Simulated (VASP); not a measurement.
Set up this calculation in VASP 6.6.1, as the native input.

| Property | Result |
| --- | --- |
| Task | single point |
| Functional | PBEsol |
| Potentials or basis | VASP PAW PBE potentials, release 64 (Pb_d) |
| Cutoff | 520 eV |
| k mesh | 12 × 12 × 8 |
| Occupations | gaussian, width 0.1 eV |
| Spin | no spin polarisation |
| Dipole correction | no |
| Further INCAR settings | ALGO = Fast; EDIFF = 1e-06; NBANDS = 21 |

The structure of Pb lies in POSCAR:

```
Pb
1.0
    3.5236558660      0.0000000000      0.0000000000
   -1.7618279330      3.0515754941      0.0000000000
    0.0000000000      0.0000000000      5.8947395725
Pb
2
Direct
    0.3333333333      0.6666666667      0.2500000000
    0.6666666667      0.3333333333      0.7500000000
```

This isn't the form of Pb at room conditions, which is fcc.

These files were run (other wordings do the same):

INCAR

```
SYSTEM = Pb
PREC = Accurate ; ENCUT = 520
EDIFF = 1E-6 ; ISMEAR = 0
SIGMA = 0.1 ; LREAL = .FALSE.
LASPH = .TRUE. ; NELM = 100
ALGO = Fast ; ISIF = 2
LWAVE = .FALSE. ; LCHARG = .FALSE.
GGA = PS ; NBANDS = 21
```

KPOINTS

```
Automatic mesh
0
G
  12 12 8
  0 0 0
```

Potentials or basis: VASP PAW PBE potentials, release 64 (Pb_d).

Command:

```bash
$ cat potpaw_PBE.64/Pb_d/POTCAR > POTCAR
$ mpirun -np 1 vasp_std > vasp.out
```

It gave:

| Item | Value |
| --- | --- |
| Pressure | -2.5 GPa |
| Band gap on the k mesh | zero (bands 14 and 15 overlap by 7.54 eV) |

Caveat: the PAW data sets were made with another functional, which shifts forces and pressure a little; spin-orbit coupling is left out, which moves the levels of the heavy elements.

Wall time 85 s on 1 thread of Intel(R) Xeon(R) Platinum 8488C (Sapphire Rapids), on a shared host, peak memory 0.25 GiB.
